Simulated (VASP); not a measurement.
# KTaO3 (Pm-3m) in VASP: further runs

Runs on KTaO3. Level: PBE. Tasks: single point.

All numbers are computed with VASP 6.6.1; they aren't measurements. Logs are shortened: lines on timing, memory, paths and dates and some standing lists are left out, and cuts for length are marked.

**1. The cell of the first run**

The structure is cubic, space group Pm-3m (No. 221). Conventional cell: a = 3.988 Å, b = 3.988 Å, c = 3.988 Å, α = 90.00°, β = 90.00°, γ = 90.00°. Within 3.7 Å of K (site symmetry m-3m) lie 12 O at 2.82 Å and 8 Ta at 3.45 Å. Within 2.6 Å of Ta (site symmetry m-3m) lie 6 O at 1.99 Å. Within 2.6 Å of O (site symmetry 4/mmm) lie 2 Ta at 1.99 Å.

**2. Single point, PBE**

File INCAR:

```
  ALGO = Normal
  EDIFF = 1E-7
  ENCUT = 520
  GGA = PE
  ISIF = 2
  ISMEAR = 0
  LASPH = T
  LCHARG = F
  LREAL = F
  LWAVE = F
  NBANDS = 27
  NELM = 80
  PREC = Accurate
  SIGMA = 0.05
```

File KPOINTS:

```
k-points
0
Gamma
  4 4 4
```

File POSCAR:

```
KTaO3
1.0
    3.9882991392      0.0000000000      0.0000000000
    0.0000000000      3.9882991392      0.0000000000
    0.0000000000      0.0000000000      3.9882991392
K Ta O
1 1 3
Direct
    0.0000000000      0.0000000000      0.0000000000
    0.5000000000      0.5000000000      0.5000000000
    0.0000000000      0.5000000000      0.5000000000
    0.5000000000      0.5000000000      0.0000000000
    0.5000000000      0.0000000000      0.5000000000
```

Potentials or basis: VASP PAW PBE potentials, release 64 (K_sv, Ta_pv, O).

Run with:

```console
> cat potpaw_PBE.64/K_sv/POTCAR potpaw_PBE.64/Ta_pv/POTCAR potpaw_PBE.64/O/POTCAR > POTCAR
> mpirun -np 1 vasp_std > vasp.out
```

OUTCAR:

```text
EDIFF = 1E-7
   ENCUT = 520
   GGA = PE
   ISIF = 2
   ISMEAR = 0
   LASPH = T
   LREAL = F
   NELM = 80
   PREC = Accurate

 ion  position               nearest neighbor table
   1  0.000  0.000  0.000-   3 2.82   4 2.82   5 2.82   3 2.82   5 2.82   3 2.82   4 2.82   3 2.82
                             4 2.82   5 2.82   5 2.82   4 2.82   2 3.45   2 3.45   2 3.45   2 3.45
   2  0.500  0.500  0.500-   3 1.99   4 1.99   5 1.99   4 1.99   5 1.99   3 1.99   1 3.45   1 3.45
                             1 3.45   1 3.45   1 3.45   1 3.45   1 3.45   1 3.45
   3  0.000  0.500  0.500-   2 1.99   2 1.99   1 2.82   1 2.82   1 2.82   1 2.82
   4  0.500  0.500  0.000-   2 1.99   2 1.99   1 2.82   1 2.82   1 2.82   1 2.82
   5  0.500  0.000  0.500-   2 1.99   2 1.99   1 2.82   1 2.82   1 2.82   1 2.82

  LATTYP: Found a simple cubic cell.
 ALAT       =     3.9882991392

  Lattice vectors:

 A1 = (   3.9882991392,   0.0000000000,   0.0000000000)
 A2 = (   0.0000000000,   3.9882991392,   0.0000000000)
 A3 = (   0.0000000000,   0.0000000000,   3.9882991392)

Analysis of symmetry for initial positions (statically):
=====================================================================
 Subroutine PRICEL returns:
 Original cell was already a primitive cell.

 Routine SETGRP: Setting up the symmetry group for a
 simple cubic supercell.

 Subroutine GETGRP returns: Found 48 space group operations
 (whereof 48 operations were pure point group operations)
 out of a pool of 48 trial point group operations.

The static configuration has the point symmetry O_h .

Analysis of symmetry for dynamics (positions and initial velocities):
=====================================================================
 Subroutine PRICEL returns:
 Original cell was already a primitive cell.

 Routine SETGRP: Setting up the symmetry group for a
 simple cubic supercell.

 Subroutine GETGRP returns: Found 48 space group operations
 (whereof 48 operations were pure point group operations)
 out of a pool of 48 trial point group operations.

The dynamic configuration has the point symmetry O_h .

 Subroutine INISYM returns: Found 48 space group operations
 (whereof 48 operations are pure point group operations),
 and found     1 'primitive' translations

----------------------------------------------------------------------------------------

                                     Primitive cell

  volume of cell :      63.4400

  direct lattice vectors                    reciprocal lattice vectors
     3.988299139  0.000000000  0.000000000     0.250733449  0.000000000  0.000000000
     0.000000000  3.988299139  0.000000000     0.000000000  0.250733449  0.000000000
     0.000000000  0.000000000  3.988299139     0.000000000  0.000000000  0.250733449

  length of vectors
     3.988299139  3.988299139  3.988299139     0.250733449  0.250733449  0.250733449

  position of ions in fractional coordinates (direct lattice)
     0.000000000  0.000000000  0.000000000
     0.500000000  0.500000000  0.500000000
     0.000000000  0.500000000  0.500000000
     0.500000000  0.500000000  0.000000000
     0.500000000  0.000000000  0.500000000

  ion indices of the primitive-cell ions
   primitive index   ion index
                 1           1
                 2           2
                 3           3
                 4           4
                 5           5

----------------------------------------------------------------------------------------

 KPOINTS: k-points

Automatic generation of k-mesh.
 Grid dimensions read from file:
 generate k-points for:    4    4    4

 Generating k-lattice:

  Cartesian coordinates                     Fractional coordinates (reciprocal lattice)
     0.062683362  0.000000000  0.000000000     0.250000000  0.000000000  0.000000000
     0.000000000  0.062683362  0.000000000     0.000000000  0.250000000  0.000000000
     0.000000000  0.000000000  0.062683362     0.000000000  0.000000000  0.250000000

  Length of vectors
     0.062683362  0.062683362  0.062683362

  Shift w.r.t. Gamma in fractional coordinates (k-lattice)
     0.000000000  0.000000000  0.000000000

 Subroutine IBZKPT returns following result:
 ===========================================

 Found     10 irreducible k-points:

 Following reciprocal coordinates:
            Coordinates               Weight
  0.000000  0.000000  0.000000      1.000000
  0.250000  0.000000  0.000000      6.000000
  0.500000  0.000000  0.000000      3.000000
  0.250000  0.250000  0.000000     12.000000
  0.500000  0.250000  0.000000     12.000000
  0.500000  0.500000  0.000000      3.000000
  0.250000  0.250000  0.250000      8.000000
  0.500000  0.250000  0.250000     12.000000
  0.500000  0.500000  0.250000      6.000000
  0.500000  0.500000  0.500000      1.000000
   k-points           NKPTS =     10   k-points in BZ     NKDIM =     10   number of bands    NBANDS=     27
   number of dos      NEDOS =    301   number of ions     NIONS =      5
   total plane-waves  NPLWV =  27000
   dimension x,y,z NGX =    30 NGY =   30 NGZ =   30
   dimension x,y,z NGXF=    60 NGYF=   60 NGZF=   60
   ions per type =               1   1   3
   NGX,Y,Z   is equivalent  to a cutoff of  12.51, 12.51, 12.51 a.u.
   NGXF,Y,Z  is equivalent  to a cutoff of  25.01, 25.01, 25.01 a.u.
 SYSTEM =  unknown system
   PREC   = accura    normal or accurate (medium, high low for compatibility)
   ISTART =      0    job   : 0-new  1-cont  2-samecut
   ICHARG =      2    charge: 1-file 2-atom 10-const
   ISPIN  =      1    spin polarized calculation?
   LNONCOLLINEAR =      F non collinear calculations
   LSORBIT =      F    spin-orbit coupling
   LASPH  =      T    aspherical Exc in radial PAW
   ENCUT  =  520.0 eV  38.22 Ry    6.18 a.u.   7.42  7.42  7.42*2*pi/ulx,y,z
   NELM   =     80;   NELMIN=  2; NELMDL= -5     # of ELM steps
   EDIFF  = 0.1E-06   stopping-criterion for ELM
   LREAL  =      F    real-space projection
   EDIFFG = 0.1E-05   stopping-criterion for IOM
   NSW    =      0    number of steps for IOM
   IBRION =     -1    ionic relax: 0-MD 1-quasi-New 2-CG
   NFREE  =      0    steps in history (QN), initial steepest desc. (CG)
   ISIF   =      2    stress and relaxation
   ISYM   =      2    0-nonsym 1-usesym 2-fastsym
   POTIM  = 0.5000    time-step for ionic-motion
   TEBEG  =    0.0;   TEEND  =   0.0 temperature during run
   PSTRESS=    0.0 pullay stress
   NELECT =      38.0000    total number of electrons
   NUPDOWN=      -1.0000    fix difference up-down
   EMIN   =  10.00;   EMAX   =-10.00  energy-range for DOS
   EFERMI =   0.00;   METHOD = LEGACY
   ISMEAR =     0;   SIGMA  =   0.05  broadening in eV -4-tet -1-fermi 0-gaus
   EFERMI_NEDOS =   21; number of points for ismear=-14 and -15
   IALGO  =     38    algorithm
   IMIX   =      4    mixing-type and parameters
     AMIX     =   0.40;   BMIX     =  1.00
     AMIX_MAG =   1.60;   BMIX_MAG =  1.00
  volume/ion in A,a.u.               =      12.69        85.62
  Fermi-wavevector in a.u.,A,eV,Ry     =   1.380008  2.607837 25.911240  1.904422
  Thomas-Fermi vector in A             =   2.504925
   LORBIT       =      0    0 simple, 1 ext, 2 COOP (PROOUT), +10 PAW based schemes
   GGA     = PE    functional components
   LHFCALC =     F    Hartree Fock is set to
   AEXX    =    0.0000 exact exchange contribution
   IVDW    =     0    specifies the selected vdW correction
   LEPSILON=     F    determine dielectric tensor
   LRPA    =     F    only Hartree local field effects (RPA)
 non-spin polarized calculation
 Gauss-broadening in eV      SIGMA  =   0.05
  energy-cutoff  :      520.00
  volume of cell :       63.44
 maximum number of plane-waves:      1743
 NGX is ok and might be reduce to    30
   NGX = 15   NGY = 15   NGZ = 15

 number of electron      37.9999976 magnetization

 Free energy of the ion-electron system (eV)
  ---------------------------------------------------
  ext. energy  EPLUGINS =         0.00000000
  ---------------------------------------------------
  free energy    TOTEN  =       -41.00429989 eV

  energy without entropy =      -41.00429989  energy(sigma->0) =      -41.00429989

 E-fermi :   2.0578     XC(G=0): -10.8739

 val. band max:        1.8088364512   @ k =   0.5000   0.5000   0.5000
 cond. band min:       3.9670147750   @ k =   0.0000   0.0000   0.0000
 fundamental gap:      2.1581783237
 Fermi energy:         2.0577707683

 k-point     1 :       0.0000    0.0000    0.0000
  band No.  band energies     occupation
      1     -32.3410      2.00000
      2     -32.3410      2.00000
      3     -32.3410      2.00000
      4     -25.5178      2.00000
      5     -15.7446      2.00000
      6     -15.0379      2.00000
[... 19 lines left out ...]
     26       9.8678      0.00000
     27       9.8678      0.00000

 k-point     2 :       0.2500    0.0000    0.0000
  band No.  band energies     occupation
      1     -32.3865      2.00000
      2     -32.3392      2.00000
      3     -32.3392      2.00000
      4     -25.5038      2.00000
      5     -15.6438      2.00000
      6     -15.0262      2.00000
[... 19 lines left out ...]
     26      10.5617      0.00000
     27      10.9593      0.00000

 k-point     3 :       0.5000    0.0000    0.0000
  band No.  band energies     occupation
      1     -32.4313      2.00000
      2     -32.3375      2.00000
      3     -32.3375      2.00000
      4     -25.4899      2.00000
      5     -15.6403      2.00000
      6     -15.0143      2.00000
[... 174 lines left out ...]
      1     -32.4248      2.00000
      2     -32.4248      2.00000
      3     -32.3788      2.00000
      4     -25.4680      2.00000
      5     -14.7346      2.00000
      6     -14.1500      2.00000
[... 19 lines left out ...]
     26      12.5435      0.00000
     27      12.8259      0.00000

 k-point    10 :       0.5000    0.5000    0.5000
  band No.  band energies     occupation
      1     -32.4228      2.00000
      2     -32.4228      2.00000
      3     -32.4228      2.00000
      4     -25.4602      2.00000
      5     -14.1064      2.00000
      6     -14.1064      2.00000
[... 19 lines left out ...]
     26      12.6640      0.00000
     27      13.9926      0.00000

------------------------ aborting loop because EDIFF is reached ----------------------------------------

  FORCE on cell =-STRESS in cart. coord.  units (eV):
  Direction    XX          YY          ZZ          XY          YZ          ZX
  --------------------------------------------------------------------------------------
  -------------------------------------------------------------------------------------
  Total        2.4236474      2.4236474      2.4236474      0.0000000      0.0000000     -0.0000000
  in kB       61.2092194     61.2092194     61.2092194      0.0000000      0.0000000     -0.0000000
  external PRESSURE =      61.2092194 kB  Pullay stress =       0.0000000 kB

 VOLUME and BASIS-vectors are now :
 -----------------------------------------------------------------------------
  energy-cutoff  :      520.00
  volume of cell :       63.44
      direct lattice vectors                 reciprocal lattice vectors
     3.988299139  0.000000000  0.000000000     0.250733449  0.000000000  0.000000000
     0.000000000  3.988299139  0.000000000     0.000000000  0.250733449  0.000000000
     0.000000000  0.000000000  3.988299139     0.000000000  0.000000000  0.250733449

 POSITION                                       TOTAL-FORCE (eV/Angst)
 -----------------------------------------------------------------------------------
      0.00000      0.00000      0.00000         0.000000      0.000000      0.000000
      1.99415      1.99415      1.99415         0.000000      0.000000      0.000000
      0.00000      1.99415      1.99415         0.000000      0.000000      0.000000
      1.99415      1.99415      0.00000         0.000000      0.000000      0.000000
      1.99415      0.00000      1.99415         0.000000      0.000000      0.000000
 -----------------------------------------------------------------------------------
    total drift:                                0.000000      0.000000     -0.000000

  FREE ENERGIE OF THE ION-ELECTRON SYSTEM (eV)
  ---------------------------------------------------
  free  energy   TOTEN  =       -41.0042998927 eV

  energy  without entropy=      -41.0042998927  energy(sigma->0) =      -41.00429989
```

Run time: 15 s. Hardware: 1 thread of Intel Xeon 6975P-C, shared host; peak memory 0.18 GiB.

What came out:

```yaml
Free_energy: -41.0043 eV
Pressure: 6.1 GPa
Band_gap_on_the_k_mesh: 2.16 eV, indirect (least direct gap 2.78 eV)
```

Levels at points of the mesh, in eV from the valence-band top:
| k point | band 17 | band 18 | band 19 | band 20 | band 21 | band 22 |
| --- | --- | --- | --- | --- | --- | --- |
| (0.00, 0.00, 0.00) | -0.62 | -0.62 | -0.62 | 2.16 | 2.16 | 2.16 |
| (0.50, 0.00, 0.00) | -1.51 | -0.85 | -0.85 | 2.32 | 5.00 | 5.00 |
| (0.50, 0.50, 0.00) | -1.43 | -1.43 | -0.04 | 5.04 | 5.04 | 6.33 |
| (0.50, 0.50, 0.50) | 0.00 | 0.00 | 0.00 | 6.46 | 6.46 | 6.46 |

Caveat: spin-orbit coupling is left out, which moves the levels of the heavy elements. A k mesh can miss the band edges.

[end of part 1 of 2]
